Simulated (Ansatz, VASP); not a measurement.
BN in VASP and in Ansatz

INCAR

```
PREC     = Accurate       # precision mode
ENCUT    = 520            # plane-wave cutoff, eV
EDIFF    = 1E-7           # SCF threshold, eV
ISMEAR   = 0              # smearing method
SIGMA    = 0.05           # smearing width, eV
LREAL    = False          # projectors in reciprocal space
LASPH    = True           # aspherical terms in the spheres
NELM     = 100            # most SCF steps
ALGO     = Normal         # electronic algorithm
ISIF     = 2              # what is computed and relaxed
LWAVE    = False          # write WAVECAR
LCHARG   = True           # write CHGCAR
GGA      = CA             # functional
LELF     = True           # ELF
LVHAR    = True         
NBANDS   = 16             # bands
```

KPOINTS

```
Automatic mesh
0
Gamma
  12 12 6
```

POSCAR

```
BN
1.0
    2.5539396017      0.0159621225      0.0000000000
   -1.2631461973      2.2037955135      0.0000000000
    0.0000000000      0.0000000000      4.2268550000
B N
2 2
Direct
    0.6666666667      0.3333333333      0.9997240000
    0.3333333333      0.6666666667      0.4997240000
    0.6666666667      0.3333333333      0.6252760000
    0.3333333333      0.6666666667      0.1252760000
```

Input for Ansatz:

```yaml
crystal:
  lattice:
    - [2.5539396017, 0.0159621225, 0.0]
    - [-1.2631461973, 2.2037955135, 0.0]
    - [0.0, 0.0, 4.226855]
  atoms:
    - { symbol: B, position: [0.6666666667, 0.3333333333, 0.999724] }
    - { symbol: B, position: [0.3333333333, 0.6666666667, 0.499724] }
    - { symbol: "N", position: [0.6666666667, 0.3333333333, 0.625276] }
    - { symbol: "N", position: [0.3333333333, 0.6666666667, 0.125276] }
basis:
  ecutwfc: 420
kpoints:
  mp_grid: { grid: [12, 12, 6] }
hamiltonian:
  xc: lda
scf:
  occupations: { method: gaussian, width: 0.05 }
output:
  forces: true
  stress: true
  eigenvalues: true
```

Change from the starting cell: strain +0.0125 x Voigt [0, 0, 0, 0, 0, 1], atoms carried along.

Alike in both runs: task single point; functional LDA; k mesh 12 × 12 × 6; occupations gaussian, width 0.05 eV; no spin polarisation.

|  | VASP | Ansatz |
| --- | --- | --- |
| version | VASP 6.6.1 | Ansatz 0.2.0 |
| potentials or method | VASP PAW LDA potentials, release 64 (B, N), cutoff 520 eV | scalar-relativistic, plane waves, PAW |
| valence electrons in the cell | 16 | 16 |

```csv
,VASP,Ansatz,Ansatz less VASP
gap on the k mesh at the Fermi level (eV),4.93,4.95,+0.025
least direct gap on the mesh (eV),8.04,8.06,+0.016
pressure (GPa),-12.9,-13.7,-0.83
"traceless stress, the component that is largest in VASP (GPa)",-5.05,-5.03,+0.024
rms of the force components (eV/Å),0.025,0.024,-0.0004
```

LDA's correlation is that of Perdew and Zunger in VASP and of Perdew and Wang (1992) in Ansatz. Atom by atom the forces differ by 0.002 eV/Å (rms over components).
